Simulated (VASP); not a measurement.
# Bi (P6_3/mmc) in VASP: further runs

The runs below take Bi through single point, with PBEsol.

Program: VASP 6.6.1. These are calculated values, not measurements. Logs are shortened: lines on timing, memory, paths and dates and some standing lists are left out, and cuts for length are marked.

### 1 The cell of the first run

Symmetry: P6_3/mmc, No. 194, hexagonal system. Conventional cell: a = 4.471 Å, b = 4.471 Å, c = 11.829 Å, α = 90.00°, β = 90.00°, γ = 120.00°. Within 5.9 Å of Bi (site symmetry -6m2) lie 6 Bi at 4.47 Å.

This isn't the form of Bi at room conditions, which is rhombohedral.

### 2 Single point, PBEsol (strain -0.015 along x and y, +0.000 along z)

Contents of INCAR:

```
PREC = Accurate
ENCUT = 520
EDIFF = 1E-7
ISMEAR = 0
SIGMA = 0.15
LREAL = F
LASPH = T
NELM = 100
ALGO = Fast
ISIF = 2
LWAVE = F
LCHARG = F
GGA = PS
NBANDS = 22
```

Contents of KPOINTS:

```
Automatic mesh
0
Gamma
  12 12 4
```

Contents of POSCAR:

```
Bi
1.0
    4.4709152952      0.0000000000      0.0000000000
   -2.2354576476      3.8719262238      0.0000000000
    0.0000000000      0.0000000000     11.8290000000
Bi
2
Direct
    0.3333333333      0.6666666667      0.2500000000
    0.6666666667      0.3333333333      0.7500000000
```

Potentials or basis: VASP PAW PBE potentials, release 64 (Bi_d).

On the command line:

```
cat potpaw_PBE.64/Bi_d/POTCAR > POTCAR
mpirun -np 1 vasp_std > vasp.out
```

OUTCAR:

```text
PREC = Accurate
   ENCUT = 520
   EDIFF = 1E-7
   ISMEAR = 0
   LREAL = F
   LASPH = T
   NELM = 100
   ISIF = 2
   GGA = PS

 ion  position               nearest neighbor table
   1  0.333  0.667  0.250-
   2  0.667  0.333  0.750-

  LATTYP: Found a hexagonal cell.
 ALAT       =     4.4709152952
 C/A-ratio  =     2.6457669669

  Lattice vectors:

 A1 = (   4.4709152952,   0.0000000000,   0.0000000000)
 A2 = (  -2.2354576476,   3.8719262238,   0.0000000000)
 A3 = (   0.0000000000,   0.0000000000,  11.8290000000)

Analysis of symmetry for initial positions (statically):
=====================================================================
 Subroutine PRICEL returns:
 Original cell was already a primitive cell.

 Routine SETGRP: Setting up the symmetry group for a
 hexagonal supercell.

 Subroutine GETGRP returns: Found 24 space group operations
 (whereof 12 operations were pure point group operations)
 out of a pool of 24 trial point group operations.

The static configuration has the point symmetry D_3d.
 The point group associated with its full space group is D_6h.

Analysis of symmetry for dynamics (positions and initial velocities):
=====================================================================
 Subroutine PRICEL returns:
 Original cell was already a primitive cell.

 Routine SETGRP: Setting up the symmetry group for a
 hexagonal supercell.

 Subroutine GETGRP returns: Found 24 space group operations
 (whereof 12 operations were pure point group operations)
 out of a pool of 24 trial point group operations.

The dynamic configuration has the point symmetry D_3d.
 The point group associated with its full space group is D_6h.

 Subroutine INISYM returns: Found 24 space group operations
 (whereof 12 operations are pure point group operations),
 and found     1 'primitive' translations

----------------------------------------------------------------------------------------

                                     Primitive cell

  volume of cell :     204.7725

  direct lattice vectors                    reciprocal lattice vectors
     4.470915295  0.000000000  0.000000000     0.223667847  0.129134692  0.000000000
    -2.235457648  3.871926224  0.000000000     0.000000000  0.258269384  0.000000000
     0.000000000  0.000000000 11.829000000     0.000000000  0.000000000  0.084538000

  length of vectors
     4.470915295  4.470915295 11.829000000     0.258269384  0.258269384  0.084538000

  position of ions in fractional coordinates (direct lattice)
     0.333333333  0.666666667  0.250000000
     0.666666667  0.333333333  0.750000000

  ion indices of the primitive-cell ions
   primitive index   ion index
                 1           1
                 2           2

----------------------------------------------------------------------------------------

 KPOINTS: Automatic mesh

Automatic generation of k-mesh.
 Grid dimensions read from file:
 generate k-points for:   12   12    4

 Generating k-lattice:

  Cartesian coordinates                     Fractional coordinates (reciprocal lattice)
     0.018638987  0.010761224  0.000000000     0.083333333  0.000000000  0.000000000
     0.000000000  0.021522449  0.000000000     0.000000000  0.083333333  0.000000000
     0.000000000  0.000000000  0.021134500     0.000000000  0.000000000  0.250000000

  Length of vectors
     0.021522449  0.021522449  0.021134500

  Shift w.r.t. Gamma in fractional coordinates (k-lattice)
     0.000000000  0.000000000  0.000000000

 Subroutine IBZKPT returns following result:
 ===========================================

 Found     57 irreducible k-points:

 Following reciprocal coordinates:
            Coordinates               Weight
  0.000000  0.000000  0.000000      1.000000
  0.083333  0.000000  0.000000      6.000000
  0.166667  0.000000  0.000000      6.000000
  0.250000  0.000000  0.000000      6.000000
  0.333333  0.000000  0.000000      6.000000
  0.416667  0.000000  0.000000      6.000000
[... 16 lines left out ...]
  0.250000  0.000000  0.250000     12.000000
  0.333333  0.000000  0.250000     12.000000
 [... further k-points ...]
   k-points           NKPTS =     57   k-points in BZ     NKDIM =     57   number of bands    NBANDS=     22
   number of dos      NEDOS =    301   number of ions     NIONS =      2
   total plane-waves  NPLWV = 116640
   dimension x,y,z NGX =    36 NGY =   36 NGZ =   90
   dimension x,y,z NGXF=    72 NGYF=   72 NGZF=  180
   ions per type =               2
   NGX,Y,Z   is equivalent  to a cutoff of  13.39, 13.39, 12.65 a.u.
   NGXF,Y,Z  is equivalent  to a cutoff of  26.77, 26.77, 25.30 a.u.
 SYSTEM =  unknown system
   PREC   = accura    normal or accurate (medium, high low for compatibility)
   ISTART =      0    job   : 0-new  1-cont  2-samecut
   ICHARG =      2    charge: 1-file 2-atom 10-const
   ISPIN  =      1    spin polarized calculation?
   LNONCOLLINEAR =      F non collinear calculations
   LSORBIT =      F    spin-orbit coupling
   LASPH  =      T    aspherical Exc in radial PAW
   ENCUT  =  520.0 eV  38.22 Ry    6.18 a.u.   8.31  8.31 21.99*2*pi/ulx,y,z
   NELM   =    100;   NELMIN=  2; NELMDL= -5     # of ELM steps
   EDIFF  = 0.1E-06   stopping-criterion for ELM
   LREAL  =      F    real-space projection
   EDIFFG = 0.1E-05   stopping-criterion for IOM
   NSW    =      0    number of steps for IOM
   IBRION =     -1    ionic relax: 0-MD 1-quasi-New 2-CG
   NFREE  =      0    steps in history (QN), initial steepest desc. (CG)
   ISIF   =      2    stress and relaxation
   ISYM   =      2    0-nonsym 1-usesym 2-fastsym
   POTIM  = 0.5000    time-step for ionic-motion
   TEBEG  =    0.0;   TEEND  =   0.0 temperature during run
   PSTRESS=    0.0 pullay stress
   NELECT =      30.0000    total number of electrons
   NUPDOWN=      -1.0000    fix difference up-down
   EMIN   =  10.00;   EMAX   =-10.00  energy-range for DOS
   EFERMI =   0.00;   METHOD = LEGACY
   ISMEAR =     0;   SIGMA  =   0.15  broadening in eV -4-tet -1-fermi 0-gaus
   EFERMI_NEDOS =   21; number of points for ismear=-14 and -15
   IALGO  =     68    algorithm
   IMIX   =      4    mixing-type and parameters
     AMIX     =   0.40;   BMIX     =  1.00
     AMIX_MAG =   1.60;   BMIX_MAG =  1.00
  volume/ion in A,a.u.               =     102.39       690.94
  Fermi-wavevector in a.u.,A,eV,Ry     =   0.863028  1.630886 10.133848  0.744817
  Thomas-Fermi vector in A             =   1.980917
   LORBIT       =      0    0 simple, 1 ext, 2 COOP (PROOUT), +10 PAW based schemes
   GGA     = PS    functional components
   LHFCALC =     F    Hartree Fock is set to
   AEXX    =    0.0000 exact exchange contribution
   IVDW    =     0    specifies the selected vdW correction
   LEPSILON=     F    determine dielectric tensor
   LRPA    =     F    only Hartree local field effects (RPA)
 non-spin polarized calculation
 RMM-DIIS sequential band-by-band and
 Gauss-broadening in eV      SIGMA  =   0.15
  energy-cutoff  :      520.00
  volume of cell :      204.77
 maximum number of plane-waves:      5555
 NGX is ok and might be reduce to    36
   NGX = 17   NGY = 17   NGZ = 43

 number of electron      30.0000008 magnetization

 Free energy of the ion-electron system (eV)
  ---------------------------------------------------
  ext. energy  EPLUGINS =         0.00000000
  ---------------------------------------------------
  free energy    TOTEN  =        -3.61140341 eV

  energy without entropy =       -3.52498547  energy(sigma->0) =       -3.56819444

 E-fermi :  -1.0202     XC(G=0):  -5.5083

 val. band max:       -1.0203327159   @ k =   0.4167   0.0000   0.2500
 cond. band min:      -1.0085093598   @ k =   0.2500   0.0833   0.0000
 fundamental gap:      0.0118233561
 Fermi energy:        -1.0202124995

 k-point     1 :       0.0000    0.0000    0.0000
  band No.  band energies     occupation
      1     -23.8151      2.00000
      2     -23.8151      2.00000
      3     -23.8150      2.00000
      4     -23.8150      2.00000
      5     -23.8013      2.00000
      6     -23.8013      2.00000
[... 14 lines left out ...]
     21       4.6805      0.00000
     22       4.8756      0.00000

 k-point     2 :       0.0833    0.0000    0.0000
  band No.  band energies     occupation
      1     -23.8151      2.00000
      2     -23.8150      2.00000
      3     -23.8145      2.00000
      4     -23.8145      2.00000
      5     -23.8015      2.00000
      6     -23.8015      2.00000
[... 14 lines left out ...]
     21       4.8552      0.00000
     22       4.9553      0.00000

 k-point     3 :       0.1667    0.0000    0.0000
  band No.  band energies     occupation
      1     -23.8151      2.00000
      2     -23.8151      2.00000
      3     -23.8129      2.00000
      4     -23.8129      2.00000
      5     -23.8021      2.00000
      6     -23.8021      2.00000
[... 14 lines left out ...]
     21       4.7679      0.00000
     22       5.4080      0.00000

 k-point     4 :       0.2500    0.0000    0.0000
  band No.  band energies     occupation
      1     -23.8152      2.00000
      2     -23.8152      2.00000
      3     -23.8107      2.00000
      4     -23.8107      2.00000
      5     -23.8028      2.00000
      6     -23.8028      2.00000
[... 14 lines left out ...]
     21       4.7580      0.00000
     22       5.2359      0.00000

 k-point     5 :       0.3333    0.0000    0.0000
  band No.  band energies     occupation
      1     -23.8154      2.00000
      2     -23.8154      2.00000
      3     -23.8085      2.00000
      4     -23.8085      2.00000
      5     -23.8036      2.00000
      6     -23.8036      2.00000
[... 417 lines left out ...]
 k-point    22 :       0.1667    0.0000    0.2500
  band No.  band energies     occupation
      1     -23.8151      2.00000
      2     -23.8151      2.00000
      3     -23.8129      2.00000
      4     -23.8129      2.00000
      5     -23.8021      2.00000
      6     -23.8021      2.00000
[... 14 lines left out ...]
     21       5.0842      0.00000
     22       5.3729      0.00000

 k-point    23 :       0.2500    0.0000    0.2500
  band No.  band energies     occupation
      1     -23.8152      2.00000
      2     -23.8152      2.00000
      3     -23.8107      2.00000
      4     -23.8107      2.00000
      5     -23.8028      2.00000
      6     -23.8028      2.00000
[... 14 lines left out ...]
     21       4.9322      0.00000
     22       5.1936      0.00000

 k-point    24 :       0.3333    0.0000    0.2500
  band No.  band energies     occupation
      1     -23.8154      2.00000
      2     -23.8154      2.00000
      3     -23.8085      2.00000
      4     -23.8085      2.00000
      5     -23.8036      2.00000
      6     -23.8035      2.00000
[... 14 lines left out ...]
     21       4.5760      0.00000
     22       4.8511      0.00000

 [... further k-points ...]
[... 5 lines left out ...]
  --------------------------------------------------------------------------------------
  -------------------------------------------------------------------------------------
  Total       -6.8304137     -6.8304137     -0.4856190      0.0000000      0.0000000      0.0000000
  in kB      -53.4424113    -53.4424113     -3.7995719      0.0000000      0.0000000      0.0000000
  external PRESSURE =     -36.8947982 kB  Pullay stress =       0.0000000 kB

 VOLUME and BASIS-vectors are now :
 -----------------------------------------------------------------------------
  energy-cutoff  :      520.00
  volume of cell :      204.77
      direct lattice vectors                 reciprocal lattice vectors
     4.470915295  0.000000000  0.000000000     0.223667847  0.129134692  0.000000000
    -2.235457648  3.871926224  0.000000000     0.000000000  0.258269384  0.000000000
     0.000000000  0.000000000 11.829000000     0.000000000  0.000000000  0.084538000

 POSITION                                       TOTAL-FORCE (eV/Angst)
 -----------------------------------------------------------------------------------
     -0.00000      2.58128      2.95725        -0.000000      0.000000      0.000000
      2.23546      1.29064      8.87175         0.000000      0.000000      0.000000
 -----------------------------------------------------------------------------------
    total drift:                               -0.000000      0.000000     -0.000000

  FREE ENERGIE OF THE ION-ELECTRON SYSTEM (eV)
  ---------------------------------------------------
  free  energy   TOTEN  =        -3.6114034126 eV

  energy  without entropy=       -3.5249854718  energy(sigma->0) =       -3.56819444
```

Run time: 2.5 min. Hardware: 1 thread of AMD EPYC 9R45 (Zen 5), shared host; peak memory 0.41 GiB.

Results:

```yaml
Free_energy: -3.6114 eV
Pressure: -3.7 GPa
Band_gap_on_the_k_mesh: zero (bands 15 and 16 overlap by 2.33 eV)
```

Stress tensor (GPa, compression positive):
```
-5.34  0.00  0.00
 0.00 -5.34  0.00
 0.00  0.00 -0.38
```

Caveat: the cell differs from its parent crystal (strain -0.015 along x and y, +0.000 along z); the cell stands under tension; the PAW data sets were made with another functional, which shifts forces and pressure a little; spin-orbit coupling is left out, which moves the levels of the heavy elements.

### 3 Single point, PBEsol (strain +0.000 along x and y, -0.015 along z)

Contents of INCAR:

```
PREC = Accurate
ENCUT = 520
EDIFF = 1E-7
ISMEAR = 0
SIGMA = 0.15
LREAL = False
LASPH = True
NELM = 100
ALGO = Fast
ISIF = 2
LWAVE = False
LCHARG = False
GGA = PS
NBANDS = 22
```

KPOINTS is that of step 2.

Contents of POSCAR:

```
Bi
1.0
    4.5390002997      0.0000000000      0.0000000000
   -2.2695001499      3.9308895673      0.0000000000
    0.0000000000      0.0000000000     11.6515650000
Bi
2
Direct
    0.3333333333      0.6666666667      0.2500000000
    0.6666666667      0.3333333333      0.7500000000
```

Potentials or basis: VASP PAW PBE potentials, release 64 (Bi_d).

On the command line:

```
cat potpaw_PBE.64/Bi_d/POTCAR > POTCAR
mpirun -np 1 vasp_std > vasp.out
```

Run time: 2.7 min. Hardware: 1 thread of AMD EPYC 9R45 (Zen 5), shared host; peak memory 0.42 GiB.

Results (log left out):

| Property | Result |
| --- | --- |
| Free energy | -3.4165 eV |
| Pressure | -3.6 GPa |
| Band gap on the k mesh | zero (bands 15 and 16 overlap by 2.16 eV) |

Stress tensor (GPa, compression positive):
```
-5.11  0.00  0.00
 0.00 -5.11  0.00
 0.00  0.00 -0.46
```

Levels at points of the mesh, in eV from the Fermi level:
```csv
k point,band 11,band 12,band 13,band 14,band 15,band 16,band 17,band 18,band 19,band 20
"(0.00, 0.00, 0.00)",-10.36,-10.35,-0.87,-0.32,1.39,1.39,1.40,1.40,2.99,4.51
"(0.50, 0.00, 0.00)",-10.03,-10.03,-1.42,-1.38,0.05,0.21,0.69,0.73,4.73,4.90
"(0.00, 0.00, 0.50)",-10.35,-10.35,-0.63,-0.63,1.40,1.40,1.40,1.40,3.75,3.75
"(0.50, 0.00, 0.50)",-10.03,-10.03,-1.40,-1.40,0.14,0.14,0.71,0.71,4.64,4.64
```

Caveat: the cell differs from its parent crystal (strain +0.000 along x and y, -0.015 along z); the cell stands under tension; the PAW data sets were made with another functional, which shifts forces and pressure a little; spin-orbit coupling is left out, which moves the levels of the heavy elements.

### 4 Single point, PBEsol (strain -0.015 along x and y, +0.030 along z)

Contents of INCAR:

```
SYSTEM = Bi
PREC     = Accurate       ! precision mode
ENCUT    = 520            ! plane-wave cutoff, eV
EDIFF    = 1E-6           ! SCF threshold, eV
ISMEAR   = 0              ! smearing method
SIGMA    = 0.15           ! smearing width, eV
LREAL    = .FALSE.        ! projectors in reciprocal space
LASPH    = .TRUE.         ! aspherical terms in the spheres
NELM     = 60             ! most SCF steps
ALGO     = Fast           ! electronic algorithm
ISIF     = 2              ! what is computed and relaxed
LWAVE    = .FALSE.        ! write WAVECAR
LCHARG   = .TRUE.         ! write CHGCAR
GGA      = PS             ! functional
LELF     = .TRUE.         ! ELF
LVHAR    = .TRUE.       
NBANDS   = 22             ! bands
```

Contents of KPOINTS:

```
Automatic mesh
0
G
  12 12 4
  0 0 0
```

Contents of POSCAR:

```
Bi
1.0
    4.4709152952      0.0000000000      0.0000000000
   -2.2354576476      3.8719262238      0.0000000000
    0.0000000000      0.0000000000     12.1838700000
Bi
2
Direct
    0.3333333333      0.6666666667      0.2500000000
    0.6666666667      0.3333333333      0.7500000000
```

On the command line:

```
cat potpaw_PBE.64/Bi_d/POTCAR > POTCAR
mpirun -np 1 vasp_std > vasp.out
```

Wall time 2.5 min (1 thread of AMD EPYC 9R45 (Zen 5), shared host); peak memory 0.43 GiB.

Results (log left out):

```yaml
Free_energy: -3.5999 eV
Pressure: -3.6 GPa
Band_gap_on_the_k_mesh: zero (bands 15 and 16 overlap by 2.33 eV)
```

Stress tensor (GPa, compression positive):
```
-5.20  0.00  0.00
 0.00 -5.20  0.00
 0.00  0.00 -0.27
```

Levels at points of the mesh, in eV from the Fermi level:
```
           k point  band 11  band 12  band 13  band 14  band 15  band 16  band 17  band 18  band 19  band 20
(0.00, 0.00, 0.00)   -10.39   -10.38    -0.86    -0.44     1.52     1.52     1.52     1.52     3.05     4.54
(0.50, 0.00, 0.00)   -10.01   -10.01    -1.50    -1.48     0.09     0.21     0.76     0.78     4.76     4.97
(0.00, 0.00, 0.50)   -10.39   -10.39    -0.67    -0.67     1.52     1.52     1.52     1.52     3.73     3.73
(0.50, 0.00, 0.50)   -10.01   -10.01    -1.49    -1.49     0.15     0.15     0.77     0.77     4.71     4.71
```

Caveat: the cell differs from its parent crystal (strain -0.015 along x and y, +0.030 along z); the cell stands under tension; the PAW data sets were made with another functional, which shifts forces and pressure a little; spin-orbit coupling is left out, which moves the levels of the heavy elements.

### 5 Single point, PBEsol (strain +0.015 along x and y, -0.030 along z)

Contents of INCAR:

```
  PREC = Accurate
  ENCUT = 520
  EDIFF = 1E-6
  ISMEAR = 0
  SIGMA = 0.15
  LREAL = False
  LASPH = True
  NELM = 80
  ALGO = Fast
  ISIF = 2
  LWAVE = False
  LCHARG = False
  GGA = PS
  NBANDS = 22
```

Contents of KPOINTS:

```
regular mesh
0
Gamma
  12 12 4
```

Contents of POSCAR:

```
Bi
1.0
    4.6070853042      0.0000000000      0.0000000000
   -2.3035426521      3.9898529108      0.0000000000
    0.0000000000      0.0000000000     11.4741300000
Bi
2
Direct
    0.3333333333      0.6666666667      0.2500000000
    0.6666666667      0.3333333333      0.7500000000
```

On the command line:

```
cat potpaw_PBE.64/Bi_d/POTCAR > POTCAR
mpirun -np 1 vasp_std > vasp.out
```

It took 2.3 min on 1 thread of AMD EPYC 9R45 (Zen 5), shared host; peak memory 0.42 GiB.

The run converged. Its results:

```yaml
Free_energy: -3.2328 eV
Pressure: -3.4 GPa
Band_gap_on_the_k_mesh: zero (bands 15 and 16 overlap by 2.00 eV)
```

Stress tensor (GPa, compression positive):
```
-4.86  0.00  0.00
 0.00 -4.86  0.00
 0.00  0.00 -0.54
```

Levels at points of the mesh, in eV from the Fermi level:
| k point | band 13 | band 14 | band 15 | band 16 | band 17 | band 18 |
| --- | --- | --- | --- | --- | --- | --- |
| (0.00, 0.00, 0.00) | -0.84 | -0.25 | 1.28 | 1.28 | 1.29 | 1.29 |
| (0.50, 0.00, 0.00) | -1.34 | -1.29 | 0.03 | 0.20 | 0.63 | 0.67 |
| (0.00, 0.00, 0.50) | -0.58 | -0.58 | 1.29 | 1.29 | 1.29 | 1.29 |
| (0.50, 0.00, 0.50) | -1.32 | -1.32 | 0.12 | 0.12 | 0.65 | 0.65 |

Caveat: the cell differs from its parent crystal (strain +0.015 along x and y, -0.030 along z); the cell stands under tension; the PAW data sets were made with another functional, which shifts forces and pressure a little; spin-orbit coupling is left out, which moves the levels of the heavy elements.

### 6 Summary

| cell | further INCAR settings | gap on the mesh (eV) | pressure (GPa) |
| --- | --- | --- | --- |
| a = 4.471, b = 4.471, c = 11.829 Å, angles 90.0, 90.0, 120.0°, 2 atoms | ALGO = Fast; EDIFF = 1e-07; NBANDS = 22 | none | -3.7 |
| a = 4.539, b = 4.539, c = 11.652 Å, angles 90.0, 90.0, 120.0°, 2 atoms | ALGO = Fast; EDIFF = 1e-07; NBANDS = 22 | none | -3.6 |
| a = 4.471, b = 4.471, c = 12.184 Å, angles 90.0, 90.0, 120.0°, 2 atoms | ALGO = Fast; EDIFF = 1e-06; NBANDS = 22 | none | -3.6 |
| a = 4.607, b = 4.607, c = 11.474 Å, angles 90.0, 90.0, 120.0°, 2 atoms | ALGO = Fast; EDIFF = 1e-06; NBANDS = 22 | none | -3.4 |

Alike in all rows: task single point; level PBEsol; potentials or basis VASP PAW PBE potentials, release 64 (Bi_d); no spin polarisation; k mesh 12 × 12 × 4; cutoff (eV) 520; smearing gaussian 0.15 eV.

Caveats: the cell stands under tension; the PAW data sets were made with another functional, which shifts forces and pressure a little; spin-orbit coupling is left out, which moves the levels of the heavy elements.

Total energies depend on the potentials used, so only differences within one code and one set of settings carry meaning.

The gap in the log of VASP goes by the Fermi energy; the results here count the filled bands.